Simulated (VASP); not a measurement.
# HgTe (F-43m) in VASP: notebook, part 2 of 2

VASP 6.6.1. The steps go on from the part before.

### Step 4. Relaxation of cell and atoms, PBE

INCAR

```
SYSTEM = HgTe
ALGO = Normal
EDIFF = 1E-6
EDIFFG = -0.005
ENCUT = 600
GGA = PE
IBRION = 2
ISIF = 3
ISMEAR = 0
LASPH = .TRUE.
LCHARG = .FALSE.
LREAL = .FALSE.
LWAVE = .FALSE.
NELM = 60
NSW = 100
PREC = Accurate
SIGMA = 0.1
```

KPOINTS

```
k-points
0
G
  12 12 12
  0 0 0
```

POSCAR

```
HgTe
1.0
    0.0000000000      3.3247980831      3.3247980831
    3.3247980831      0.0000000000      3.3247980831
    3.3247980831      3.3247980831      0.0000000000
Hg Te
1 1
Direct
    0.0000000000      0.0000000000      0.0000000000
    0.7500000000      0.7500000000      0.7500000000
```

Launch:

```
$ cat potpaw_PBE.64/Hg/POTCAR potpaw_PBE.64/Te/POTCAR > POTCAR
$ mpirun -np 1 vasp_std > vasp.out
```

It took 98 s on 1 thread of Intel Xeon Platinum 8259CL at 2.50GHz (Skylake/Cascade Lake), shared host; peak memory 0.3 GiB.

It converged, with:

* Free energy: -3.6520 eV
* Relaxed volume: 36.86 Å³/atom
* Relaxed cell: a = 4.706 Å, b = 4.706 Å, c = 4.706 Å, α = 60.00°, β = 60.00°, γ = 60.00°
* Space group after relaxing (to 0.05 Å): F-43m (No. 216)
* Energy gained by relaxing: 0.0 meV/atom
* Ionic steps: 2
* Pressure after relaxing: 0.0 GPa
* Band gap on the k mesh: zero (filled and empty bands touch)

Final structure:
```cif
data_structure
_symmetry_space_group_name_H-M 'P 1'
_symmetry_Int_Tables_number 1
_cell_length_a 4.7065
_cell_length_b 4.7065
_cell_length_c 4.7065
_cell_angle_alpha 60.000
_cell_angle_beta 60.000
_cell_angle_gamma 60.000
_cell_volume 73.72
loop_
_atom_site_label
_atom_site_type_symbol
_atom_site_fract_x
_atom_site_fract_y
_atom_site_fract_z
_atom_site_occupancy
Hg1 Hg 0.00000 0.00000 0.00000 1
Te1 Te 0.75000 0.75000 0.75000 1
```

Levels at points of the mesh, in eV from the Fermi level:
```tsv
k point	band 5	band 6	band 7	band 8	band 9	band 10	band 11	band 12	band 13
(0.00, 0.00, 0.00)	-6.52	-6.52	-1.00	-0.07	-0.07	-0.07	4.31	4.31	4.31
(0.50, 0.00, 0.00)	-6.51	-6.27	-5.01	-0.90	-0.90	0.63	5.04	5.04	6.73
(0.50, 0.50, 0.00)	-6.47	-6.16	-5.04	-1.99	-1.99	1.84	2.64	7.84	8.43
```

Caveat: spin-orbit coupling is left out, which moves the levels of the heavy elements.

### Step 5. Relaxation of cell and atoms, PBE

INCAR

```
SYSTEM = HgTe
ALGO = Normal
EDIFF = 1E-6
EDIFFG = -0.001
ENCUT = 600
GGA = PE
IBRION = 2
ISIF = 3
ISMEAR = -1
LASPH = .TRUE.
LCHARG = .FALSE.
LREAL = .FALSE.
LWAVE = .FALSE.
NELM = 80
NSW = 80
PREC = Accurate
SIGMA = 0.15
```

KPOINTS is that of step 4.

POSCAR is that of step 4.

Potentials or basis: VASP PAW PBE potentials, release 64 (Hg, Te).

Launch:

```
$ cat potpaw_PBE.64/Hg/POTCAR potpaw_PBE.64/Te/POTCAR > POTCAR
$ mpirun -np 1 vasp_std > vasp.out
```

OUTCAR:

```text
SYSTEM = HgTe
   EDIFF = 1E-6
   EDIFFG = -0.001
   ENCUT = 600
   GGA = PE
   IBRION = 2
   ISIF = 3
   ISMEAR = -1
   LASPH = .TRUE.
   LREAL = .FALSE.
   NELM = 80
   NSW = 80
   PREC = Accurate

 ion  position               nearest neighbor table
   1  0.000  0.000  0.000-   2 2.88   2 2.88   2 2.88   2 2.88
   2  0.750  0.750  0.750-   1 2.88   1 2.88   1 2.88   1 2.88

  LATTYP: Found a face centered cubic cell.
 ALAT       =     6.6495961662

  Lattice vectors:

 A1 = (   0.0000000000,   3.3247980831,   3.3247980831)
 A2 = (   3.3247980831,   0.0000000000,   3.3247980831)
 A3 = (   3.3247980831,   3.3247980831,   0.0000000000)

Analysis of symmetry for initial positions (statically):
=====================================================================
 Subroutine PRICEL returns:
 Original cell was already a primitive cell.

 Routine SETGRP: Setting up the symmetry group for a
 face centered cubic supercell.

 Subroutine GETGRP returns: Found 24 space group operations
 (whereof 24 operations were pure point group operations)
 out of a pool of 48 trial point group operations.

The static configuration has the point symmetry T_d .

Analysis of symmetry for dynamics (positions and initial velocities):
=====================================================================
 Subroutine PRICEL returns:
 Original cell was already a primitive cell.

 Routine SETGRP: Setting up the symmetry group for a
 face centered cubic supercell.

 Subroutine GETGRP returns: Found 24 space group operations
 (whereof 24 operations were pure point group operations)
 out of a pool of 48 trial point group operations.

The dynamic configuration has the point symmetry T_d .

 Subroutine INISYM returns: Found 24 space group operations
 (whereof 24 operations are pure point group operations),
 and found     1 'primitive' translations

----------------------------------------------------------------------------------------

                                     Primitive cell

[... 141 lines left out ...]
------------------------ aborting loop because EDIFF is reached ----------------------------------------

  FORCE on cell =-STRESS in cart. coord.  units (eV):
  Direction    XX          YY          ZZ          XY          YZ          ZX
  --------------------------------------------------------------------------------------
  -------------------------------------------------------------------------------------
  Total        0.0511856      0.0511856      0.0511856      0.0000000      0.0000000      0.0000000
  in kB        1.1156609      1.1156609      1.1156609      0.0000000      0.0000000      0.0000000
  external PRESSURE =       1.1156609 kB  Pullay stress =       0.0000000 kB
[... 89 lines left out ...]
  FREE ENERGIE OF THE ION-ELECTRON SYSTEM (eV)
  ---------------------------------------------------
  free  energy   TOTEN  =        -3.6547184171 eV

  energy  without entropy=       -3.6451259015  energy(sigma->0) =       -3.64992216

[... ionic steps 4 to 10 ...]

--------------------------------------- Ionic step       11  -------------------------------------------

 number of electron      18.0000002 magnetization

------------------------ aborting loop because EDIFF is reached ----------------------------------------
[... 67 lines left out ...]
--------------------------------------- Ionic step       13  -------------------------------------------

 number of electron      18.0000002 magnetization

 Free energy of the ion-electron system (eV)
  ---------------------------------------------------
  ext. energy  EPLUGINS =         0.00000000
  ---------------------------------------------------
  free energy    TOTEN  =        -3.65472491 eV

  energy without entropy =       -3.64516594  energy(sigma->0) =       -3.64994542

 E-fermi :   2.4740     XC(G=0):  -8.3465

 val. band max:        2.2082432064   @ k =   0.0000   0.0000   0.0000
 cond. band min:       2.5590279196   @ k =   0.0833   0.0000   0.0000
 fundamental gap:      0.3507847131
 Fermi energy:         2.4740196717

 k-point     1 :       0.0000    0.0000    0.0000
  band No.  band energies     occupation
      1      -9.1895      2.00000
      2      -4.6690      2.00000
      3      -4.6690      2.00000
      4      -4.6690      2.00000
      5      -4.2394      2.00000
      6      -4.2394      2.00000
      7       1.2800      1.99930
      8       2.2082      1.70937
      9       2.2082      1.70937
     10       2.2082      1.70937
     11       6.5863      0.00000
     12       6.5863      0.00000
     13       6.5863      0.00000
[... 354 lines left out ...]
  band No.  band energies     occupation
      1      -8.6750      2.00000
      2      -4.5462      2.00000
      3      -4.5308      2.00000
      4      -4.2498      2.00000
      5      -4.2299      2.00000
      6      -3.9644      2.00000
      7      -2.6371      2.00000
      8       0.3699      2.00000
      9       1.1798      1.99964
     10       3.9243      0.00013
     11       6.8975      0.00000
     12       7.8298      0.00000
     13       8.7219      0.00000

 [... further k-points ...]
[... 5 lines left out ...]
  --------------------------------------------------------------------------------------
  -------------------------------------------------------------------------------------
  Total       -0.0013948     -0.0013948     -0.0013948      0.0000000      0.0000000      0.0000000
  in kB       -0.0303062     -0.0303062     -0.0303062      0.0000000      0.0000000      0.0000000
  external PRESSURE =      -0.0303062 kB  Pullay stress =       0.0000000 kB
[... 17 lines left out ...]
  FREE ENERGIE OF THE ION-ELECTRON SYSTEM (eV)
  ---------------------------------------------------
  free  energy   TOTEN  =        -3.6547249102 eV

  energy  without entropy=       -3.6451659370  energy(sigma->0) =       -3.64994542

 reached required accuracy - stopping structural energy minimisation
```

OSZICAR:

```text
N       E                     dE             d eps       ncg     rms          rms(c)
DAV:   1     0.113903445738E+03    0.11390E+03   -0.85927E+03  1872   0.133E+03
DAV:   2     0.109233476035E+01   -0.11281E+03   -0.10662E+03  2027   0.275E+02
DAV:   3    -0.380454634339E+01   -0.48969E+01   -0.48660E+01  2312   0.587E+01
[... 72 lines left out ...]
DAV:   3    -0.365472458796E+01    0.66148E-06   -0.20585E-06   936   0.143E-02
  12 F= -.36547246E+01 E0= -.36499419E+01  d E =0.258093E-06
       N       E                     dE             d eps       ncg     rms          rms(c)
DAV:   1    -0.365472882031E+01   -0.35709E-05   -0.74330E-05  1962   0.108E-01    0.145E-02
DAV:   2    -0.365472516940E+01    0.36509E-05   -0.89873E-06  1867   0.439E-02    0.487E-03
DAV:   3    -0.365472491018E+01    0.25922E-06   -0.98281E-07   936   0.998E-03
  13 F= -.36547249E+01 E0= -.36499454E+01  d E =-.641287E-07
```

Run time: 6.1 min. Hardware: 1 thread of Intel Xeon Platinum 8259CL at 2.50GHz (Skylake/Cascade Lake), shared host; peak memory 0.31 GiB.

Results:

```
Free energy                            : -3.6547 eV
Relaxed volume                         : 36.87 Å³/atom
Relaxed cell                           : a = 4.707 Å, b = 4.707 Å, c = 4.707 Å, α = 60.00°, β = 60.00°, γ = 60.00°
Space group after relaxing (to 0.05 Å) : F-43m (No. 216)
Energy gained by relaxing              : 0.0 meV/atom
Ionic steps                            : 13
Pressure after relaxing                : 0.0 GPa
Band gap on the k mesh                 : zero (filled and empty bands touch)
```

Final structure:
```yaml
crystal:
  lattice:
    - [0.00000, 3.32829, 3.32829]
    - [3.32829, 0.00000, 3.32829]
    - [3.32829, 3.32829, 0.00000]
  atoms:
    - { symbol: Hg, position: [0.00000, 0.00000, 0.00000] }
    - { symbol: Te, position: [0.75000, 0.75000, 0.75000] }
```

Caveat: spin-orbit coupling is left out, which moves the levels of the heavy elements.

### Step 6. Relaxation of cell and atoms, PBE, target pressure 40 GPa, at which the enthalpy is minimised

INCAR

```
SYSTEM = HgTe
PREC = Accurate ; ENCUT = 600
EDIFF = 1E-6 ; ISMEAR = -1
SIGMA = 0.15 ; LREAL = .FALSE.
LASPH = .TRUE. ; NELM = 80
ALGO = Normal ; ISIF = 3
LWAVE = .FALSE. ; LCHARG = .FALSE.
GGA = PE ; IBRION = 2
NSW = 80 ; EDIFFG = -0.001
PSTRESS = 400.0
```

KPOINTS

```
Automatic mesh
0
G
  12 12 12
  0 0 0
```

POSCAR

```
HgTe
1.0
    0.0000000000      3.3264647580      3.3264647580
    3.3264647580      0.0000000000      3.3264647580
    3.3264647580      3.3264647580      0.0000000000
Hg Te
1 1
Direct
    0.0000000000      0.0000000000      0.0000000000
    0.7500000000      0.7500000000      0.7500000000
```

Potentials or basis: VASP PAW PBE potentials, release 64 (Hg, Te).

Launch:

```
$ cat potpaw_PBE.64/Hg/POTCAR potpaw_PBE.64/Te/POTCAR > POTCAR
$ mpirun -np 1 vasp_std > vasp.out
```

Wall time 11 min (1 thread of Intel Xeon Platinum 8259CL at 2.50GHz (Skylake/Cascade Lake), shared host); peak memory 0.37 GiB.

It converged, with:

- Free energy: -1.6123 eV
- Relaxed volume: 24.49 Å³/atom
- Relaxed cell: a = 4.107 Å, b = 4.107 Å, c = 4.107 Å, α = 60.00°, β = 60.00°, γ = 60.00°
- Space group after relaxing (to 0.05 Å): F-43m (No. 216)
- Energy change on relaxing (the enthalpy is what falls): +1021.2 meV/atom
- Ionic steps: 18
- Pressure after relaxing: 40.0 GPa

Step by step:
| step | energy change (eV) | largest force (eV/Å) | pressure (GPa) | volume (Å³) |
| --- | --- | --- | --- | --- |
| 1 | 0.0000 | 0.0000 | 0.06 | 73.62 |
| 2 | 142.3771 | 0.0000 | 3328.50 | 12.74 |
| 3 | 0.2902 | 0.0000 | 9.36 | 61.89 |
| 4 | 0.5247 | 0.0000 | 14.08 | 58.66 |
| 5 | 2.5554 | 0.0000 | 48.36 | 47.11 |
| 6 | 1.9511 | 0.0000 | 38.48 | 49.35 |
| 7 | 2.0545 | 0.0000 | 40.19 | 48.93 |
| 8 | 2.0103 | 0.0000 | 39.51 | 49.11 |
| 9 | 2.0437 | 0.0000 | 40.02 | 48.97 |
| 10 | 2.0426 | 0.0000 | 40.02 | 48.98 |
| 11 | 2.0264 | 0.0000 | 39.74 | 49.04 |
| 12 | 2.0412 | 0.0000 | 39.98 | 48.98 |
| 13 | 2.0419 | 0.0000 | 39.97 | 48.98 |
| 14 | 2.0422 | 0.0000 | 39.99 | 48.98 |
| 15 | 2.0450 | 0.0000 | 40.04 | 48.97 |
| 16 | 2.0430 | 0.0000 | 40.01 | 48.97 |
| 17 | 2.0427 | 0.0000 | 40.01 | 48.98 |
| 18 | 2.0425 | 0.0000 | 40.01 | 48.98 |

Final structure:
```
Hg Te
1.0
     0.00000    2.90393    2.90393
     2.90393    0.00000    2.90393
     2.90393    2.90393    0.00000
Hg Te
1 1
Direct
  0.00000 0.00000 0.00000
  0.75000 0.75000 0.75000
```

Levels at points of the mesh, in eV from the Fermi level:
```
           k point  band 5  band 6  band 7  band 8  band 9  band 10  band 11  band 12  band 13
(0.00, 0.00, 0.00)   -9.17   -9.17   -0.26   -0.26   -0.26    -0.13     3.13     3.13     3.13
(0.50, 0.00, 0.00)   -9.13   -8.69   -8.34   -2.10   -2.10     0.40     4.25     4.25     5.80
(0.50, 0.50, 0.00)   -9.06   -8.29   -7.78   -4.30   -4.30     1.10     1.24     9.43     9.84
```

Caveat: the cell is relaxed towards a set pressure, so the enthalpy falls and the energy may rise; the volume moved by over 15 % at a fixed basis, so the end points are rough; spin-orbit coupling is left out, which moves the levels of the heavy elements.

### Step 7. Summary

```csv
task,cell,cutoff (eV),smearing,gap on the mesh (eV),pressure (GPa),relaxed volume (Å³/atom)
single point,"a = 4.702 Å, angles 60.0°, 2 atoms",520,gaussian 0.1 eV,none,0.1,-
relaxation of cell and atoms,"relaxed from a = 4.702 Å, angles 60.0°, 2 atoms",600,gaussian 0.1 eV,none,0.0,36.86
relaxation of cell and atoms,"relaxed from a = 4.702 Å, angles 60.0°, 2 atoms",600,fermi-dirac 0.15 eV,none,0.0,36.87
relaxation of cell and atoms,"relaxed to 40 GPa from a = 4.704 Å, angles 60.0°, 2 atoms",600,fermi-dirac 0.15 eV,-,40.0,-
```

Alike in all rows: level PBE; potentials or basis VASP PAW PBE potentials, release 64 (Hg, Te); no spin polarisation; k mesh 12 × 12 × 12.

Caveats: spin-orbit coupling is left out, which moves the levels of the heavy elements; the cell is relaxed towards a set pressure, so the enthalpy falls and the energy may rise (some runs); the volume moved by over 15 % at a fixed basis, so the end points are rough (some runs).

Total energies depend on the potentials used, so only differences within one code and one set of settings carry meaning.
